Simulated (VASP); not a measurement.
A run of VASP 6.6.1 is set up as follows.

File INCAR:

```
PREC = Accurate
ENCUT = 520
EDIFF = 1E-7
ISMEAR = 0
SIGMA = 0.15
LREAL = F
LASPH = T
NELM = 100
ALGO = Fast
ISIF = 2
LWAVE = F
LCHARG = T
LELF = T
LVHAR = T
NBANDS = 18
```

KPOINTS

```
regular mesh
0
Gamma
  18 18 14
```

POSCAR

```
Cu
1.0
    0.0000000000     -1.8075000000     -1.8075000000
    0.0000000000      1.8075000000     -1.8075000000
    3.6150000000      0.0000000000      0.0000000000
Cu
2
Direct
    0.5000000000      0.5000000000      0.5518672199
    0.0000000000      0.0000000000     -0.0518672199
```

Potentials or basis: VASP PAW LDA potentials, release 64 (Cu).

Run with:

```bash
$ cat potpaw_LDA.64/Cu/POTCAR > POTCAR
$ mpirun -np 1 vasp_std > vasp.out
```

**Question.** Estimate the largest force.

**Answer.** 2.410 eV/Å.

**Question.** Estimate the pressure.

**Answer.** 1.4 GPa.

**Question.** Estimate the band gap on the k mesh.

**Answer.** Zero (bands 11 and 12 overlap by 6.63 eV).

Forces on the atoms (eV/Å):
```
Cu  -2.410  0.000  0.000
Cu   2.410  0.000  0.000
```

Caveat: the cell differs from its parent crystal (atoms displaced along a vibrational mode); forces of over 1 eV/Å act on the atoms, so gaps and moduli don't describe the material at rest.
